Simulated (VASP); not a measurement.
# AlN (I-42d) in VASP: notebook, part 2 of 2

VASP 6.6.1.

## (3) Relaxation of cell and atoms, PBE

INCAR

```
SYSTEM = AlN
PREC = Accurate
ENCUT = 600
EDIFF = 1E-6
ISMEAR = 0
SIGMA = 0.1
LREAL = .FALSE.
LASPH = .TRUE.
NELM = 100
ALGO = Normal
ISIF = 3
LWAVE = .FALSE.
LCHARG = .FALSE.
GGA = PE
IBRION = 2
NSW = 90
EDIFFG = -0.04
```

KPOINTS

```
regular mesh
0
G
  6 6 6
  0 0 0
```

POSCAR

```
AlN
1.0
   -1.9855513600      1.9855513600      3.6734814500
    1.9855513600     -1.9855513600      3.6734814500
    1.9855513600      1.9855513600     -3.6734814500
Al N
4 4
Direct
    0.6600961200      0.6250000000      0.5350961200
    0.0899038800      0.1250000000      0.4649038800
    0.3750000000      0.9100961200      0.0350961200
    0.8750000000      0.3399038800      0.9649038800
    0.3750000000      0.3399038800      0.4649038800
    0.8750000000      0.9100961200      0.5350961200
    0.0899038800      0.6250000000      0.9649038800
    0.6600961200      0.1250000000      0.0350961200
```

Potentials or basis: VASP PAW PBE potentials, release 64 (Al, N).

Command:

```
cat potpaw_PBE.64/Al/POTCAR potpaw_PBE.64/N/POTCAR > POTCAR
mpirun -np 1 vasp_std > vasp.out
```

OUTCAR:

```text
SYSTEM = AlN
   PREC = Accurate
   ENCUT = 600
   EDIFF = 1E-6
   ISMEAR = 0
   LREAL = .FALSE.
   LASPH = .TRUE.
   NELM = 100
   ISIF = 3
   GGA = PE
   IBRION = 2
   NSW = 90
   EDIFFG = -0.04

 ion  position               nearest neighbor table
   1  0.660  0.625  0.535-   7 1.71   5 1.85   6 1.85   8 1.99   8 1.99   7 2.26   4 2.61   3 2.61
                             3 2.61   4 2.61   2 2.62   2 2.62   3 2.81   4 2.81   4 2.81   3 2.81
   2  0.090  0.125  0.465-   8 1.71   5 1.85   6 1.85   7 1.99   7 1.99   8 2.26   3 2.61   4 2.61
                             3 2.61   4 2.61   1 2.62   1 2.62   3 2.81   4 2.81   4 2.81   3 2.81
   3  0.375  0.910  0.035-   5 1.71   7 1.85   8 1.85   6 1.99   6 1.99   5 2.26   2 2.61   1 2.61
                             1 2.61   2 2.61   4 2.62   4 2.62   1 2.81   1 2.81   2 2.81   2 2.81
   4  0.875  0.340  0.965-   6 1.71   7 1.85   8 1.85   5 1.99   5 1.99   6 2.26   1 2.61   2 2.61
                             1 2.61   2 2.61   3 2.62   3 2.62   1 2.81   2 2.81   1 2.81   2 2.81
   5  0.375  0.340  0.465-   3 1.71   1 1.85   2 1.85   4 1.99   4 1.99   3 2.26
   6  0.875  0.910  0.535-   4 1.71   1 1.85   2 1.85   3 1.99   3 1.99   4 2.26
   7  0.090  0.625  0.965-   1 1.71   3 1.85   4 1.85   2 1.99   2 1.99   1 2.26
   8  0.660  0.125  0.035-   2 1.71   3 1.85   4 1.85   1 1.99   1 1.99   2 2.26

  LATTYP: Found a body centered tetragonal cell.
 ALAT       =     3.9711027200
 C/A-ratio  =     1.8501064863

  Lattice vectors:

 A1 = (  -1.9855513600,   1.9855513600,   3.6734814500)
 A2 = (   1.9855513600,  -1.9855513600,   3.6734814500)
 A3 = (   1.9855513600,   1.9855513600,  -3.6734814500)

Analysis of symmetry for initial positions (statically):
=====================================================================
 Subroutine PRICEL returns:
 Original cell was already a primitive cell.

 Routine SETGRP: Setting up the symmetry group for a
 body centered tetragonal supercell.

 Subroutine GETGRP returns: Found  8 space group operations
 (whereof  4 operations were pure point group operations)
 out of a pool of 16 trial point group operations.

The static configuration has the point symmetry S_4 .
 The point group associated with its full space group is D_2d.

Analysis of symmetry for dynamics (positions and initial velocities):
=====================================================================
 Subroutine PRICEL returns:
 Original cell was already a primitive cell.

 Routine SETGRP: Setting up the symmetry group for a
 body centered tetragonal supercell.

 Subroutine GETGRP returns: Found  8 space group operations
 (whereof  4 operations were pure point group operations)
 out of a pool of 16 trial point group operations.

The dynamic configuration has the point symmetry S_4 .
 The point group associated with its full space group is D_2d.

 Subroutine INISYM returns: Found  8 space group operations
 (whereof  4 operations are pure point group operations),
 and found     1 'primitive' translations

----------------------------------------------------------------------------------------

                                     Primitive cell

  volume of cell :      57.9295

  direct lattice vectors                    reciprocal lattice vectors
    -1.985551360  1.985551360  3.673481450     0.000000000  0.251819223  0.136110664
     1.985551360 -1.985551360  3.673481450     0.251819223  0.000000000  0.136110664
     1.985551360  1.985551360 -3.673481450     0.251819223  0.251819223  0.000000000

  length of vectors
     4.623774905  4.623774905  4.623774905     0.286249950  0.286249950  0.356126160

  position of ions in fractional coordinates (direct lattice)
     0.660096120  0.625000000  0.535096120
[... 85 lines left out ...]
   LNONCOLLINEAR =      F non collinear calculations
   LSORBIT =      F    spin-orbit coupling
   LASPH  =      T    aspherical Exc in radial PAW
   ENCUT  =  600.0 eV  44.10 Ry    6.64 a.u.   9.23  9.23  9.23*2*pi/ulx,y,z
   NELM   =    100;   NELMIN=  2; NELMDL= -5     # of ELM steps
   EDIFF  = 0.1E-05   stopping-criterion for ELM
   LREAL  =      F    real-space projection
   EDIFFG = -.4E-01   stopping-criterion for IOM
   NSW    =     90    number of steps for IOM
   IBRION =      2    ionic relax: 0-MD 1-quasi-New 2-CG
   NFREE  =      1    steps in history (QN), initial steepest desc. (CG)
   ISIF   =      3    stress and relaxation
   ISYM   =      2    0-nonsym 1-usesym 2-fastsym
   POTIM  = 0.5000    time-step for ionic-motion
   TEBEG  =    0.0;   TEEND  =   0.0 temperature during run
   PSTRESS=    0.0 pullay stress
   NELECT =      32.0000    total number of electrons
   NUPDOWN=      -1.0000    fix difference up-down
   EMIN   =  10.00;   EMAX   =-10.00  energy-range for DOS
   EFERMI =   0.00;   METHOD = LEGACY
   ISMEAR =     0;   SIGMA  =   0.10  broadening in eV -4-tet -1-fermi 0-gaus
   EFERMI_NEDOS =   21; number of points for ismear=-14 and -15
   IALGO  =     38    algorithm
   IMIX   =      4    mixing-type and parameters
     AMIX     =   0.40;   BMIX     =  1.00
     AMIX_MAG =   1.60;   BMIX_MAG =  1.00
  volume/ion in A,a.u.               =       7.24        48.87
  Fermi-wavevector in a.u.,A,eV,Ry     =   1.343254  2.538382 24.549416  1.804331
  Thomas-Fermi vector in A             =   2.471343
   LORBIT       =      0    0 simple, 1 ext, 2 COOP (PROOUT), +10 PAW based schemes
   GGA     = PE    functional components
   LHFCALC =     F    Hartree Fock is set to
   AEXX    =    0.0000 exact exchange contribution
   IVDW    =     0    specifies the selected vdW correction
   LEPSILON=     F    determine dielectric tensor
   LRPA    =     F    only Hartree local field effects (RPA)
 conjugate gradient relaxation of ions
 non-spin polarized calculation
 Gauss-broadening in eV      SIGMA  =   0.10
  energy-cutoff  :      600.00
  volume of cell :       57.93
 maximum number of plane-waves:      1952
 NGX is ok and might be reduce to    40
   NGX = 19   NGY = 19   NGZ = 19

--------------------------------------- Ionic step        1  -------------------------------------------

 number of electron      32.0000003 magnetization

 Free energy of the ion-electron system (eV)
  ---------------------------------------------------
  ext. energy  EPLUGINS =         0.00000000
  ---------------------------------------------------
  free energy    TOTEN  =       -53.95677373 eV

  energy without entropy =      -53.95677373  energy(sigma->0) =      -53.95677373

------------------------ aborting loop because EDIFF is reached ----------------------------------------

  FORCE on cell =-STRESS in cart. coord.  units (eV):
  Direction    XX          YY          ZZ          XY          YZ          ZX
  --------------------------------------------------------------------------------------
  -------------------------------------------------------------------------------------
  Total       26.2166299     26.2166299     30.1973011      0.0000000      0.0000000      0.0000000
  in kB      725.0823801    725.0823801    835.1771779      0.0000000      0.0000000      0.0000000
  external PRESSURE =     761.7806460 kB  Pullay stress =       0.0000000 kB
[... 107 lines left out ...]
  FREE ENERGIE OF THE ION-ELECTRON SYSTEM (eV)
  ---------------------------------------------------
  free  energy   TOTEN  =       -57.8945519141 eV

  energy  without entropy=      -57.8945519141  energy(sigma->0) =      -57.89455191

 E-fermi :   9.8661     XC(G=0): -12.0133

 val. band max:        9.3988665757   @ k =   0.0000   0.0000   0.0000
 cond. band min:      13.0127125360   @ k =   0.0000   0.0000   0.0000
 fundamental gap:      3.6138459602
 Fermi energy:         9.8660940957

 k-point     1 :       0.0000    0.0000    0.0000
  band No.  band energies     occupation
      1      -7.8280      2.00000
      2      -3.8691      2.00000
      3      -3.8691      2.00000
      4      -3.5689      2.00000
      5       2.4194      2.00000
      6       3.9474      2.00000
[... 565 lines left out ...]
     20      15.5686      0.00000
     21      15.5940      0.00000

 [... further k-points ...]

[... ionic steps 4 to 7 ...]

--------------------------------------- Ionic step        8  -------------------------------------------

 number of electron      31.9999998 magnetization

------------------------ aborting loop because EDIFF is reached ----------------------------------------
[... 79 lines left out ...]
--------------------------------------- Ionic step       10  -------------------------------------------

 number of electron      31.9999998 magnetization

 Free energy of the ion-electron system (eV)
  ---------------------------------------------------
  ext. energy  EPLUGINS =         0.00000000
  ---------------------------------------------------
  free energy    TOTEN  =       -58.17754010 eV

  energy without entropy =      -58.17754010  energy(sigma->0) =      -58.17754010

 E-fermi :  10.1374     XC(G=0): -12.1931

 val. band max:        9.7116315627   @ k =   0.0000   0.0000   0.0000
 cond. band min:      14.1178456370   @ k =   0.0000   0.0000   0.0000
 fundamental gap:      4.4062140744
 Fermi energy:        10.1373974966

 k-point     1 :       0.0000    0.0000    0.0000
  band No.  band energies     occupation
      1      -7.6659      2.00000
      2      -3.5233      2.00000
      3      -3.3790      2.00000
      4      -3.3790      2.00000
      5       2.4635      2.00000
      6       4.1163      2.00000
[... 602 lines left out ...]
  FREE ENERGIE OF THE ION-ELECTRON SYSTEM (eV)
  ---------------------------------------------------
  free  energy   TOTEN  =       -58.1775401030 eV

  energy  without entropy=      -58.1775401030  energy(sigma->0) =      -58.17754010

 reached required accuracy - stopping structural energy minimisation
```

Wall time 2.9 min (1 thread of Intel Xeon 6975P-C (Granite Rapids), shared host); peak memory 0.24 GiB.

Results:

- Free energy: -58.1775 eV
- Relaxed volume: 8.43 Å³/atom
- Relaxed cell: a = 4.983 Å, b = 4.983 Å, c = 4.983 Å, α = 131.77°, β = 131.77°, γ = 70.60°
- Space group after relaxing (to 0.05 Å): Fm-3m (No. 225)
- Energy gained by relaxing: 527.6 meV/atom
- Ionic steps: 10
- Pressure after relaxing: -0.2 GPa
- Largest force after relaxing: 0.032 eV/Å
- Band gap on the k mesh: 4.41 eV, direct

Forces on the atoms (eV/Å):
```
Al   0.000 -0.028  0.000
Al   0.000  0.028  0.000
Al  -0.028  0.000  0.000
Al   0.028  0.000  0.000
N   -0.032  0.000  0.000
N    0.032  0.000  0.000
N    0.000 -0.032  0.000
N    0.000  0.032  0.000
```

Stress tensor (GPa, compression positive):
```
-0.32  0.00  0.00
 0.00 -0.32  0.00
 0.00  0.00 -0.01
```

Step by step:
| step | energy change (eV) | largest force (eV/Å) | pressure (GPa) | volume (Å³) |
| --- | --- | --- | --- | --- |
| 1 | 0.0000 | 5.5476 | 76.18 | 57.93 |
| 2 | -0.0613 | 0.6468 | -37.64 | 91.84 |
| 3 | -3.9378 | 0.2734 | -9.36 | 70.86 |
| 4 | -3.9700 | 0.3397 | -6.37 | 69.96 |
| 5 | -3.9791 | 0.4121 | -3.44 | 69.14 |
| 6 | -4.1691 | 0.2738 | -1.08 | 67.82 |
| 7 | -4.2158 | 0.0707 | 2.16 | 66.80 |
| 8 | -4.2159 | 0.0822 | 1.99 | 66.84 |
| 9 | -4.2191 | 0.0234 | -1.49 | 67.76 |
| 10 | -4.2208 | 0.0321 | -0.22 | 67.42 |

Final structure:
```
CELL_PARAMETERS angstrom
-2.03585 2.03585 4.06664
2.03585 -2.03585 4.06664
2.03585 2.03585 -4.06664
ATOMIC_POSITIONS crystal
Al 0.62544 0.62500 0.50044
Al 0.12456 0.12500 0.49956
Al 0.37500 0.87544 0.00044
Al 0.87500 0.37456 0.99956
N 0.37500 0.37539 0.50039
N 0.87500 0.87461 0.49961
N 0.12539 0.62500 0.00039
N 0.62461 0.12500 0.99961
```

Caveat: the volume moved by over 15 % at a fixed basis, so the end points are rough. A k mesh can miss the band edges.
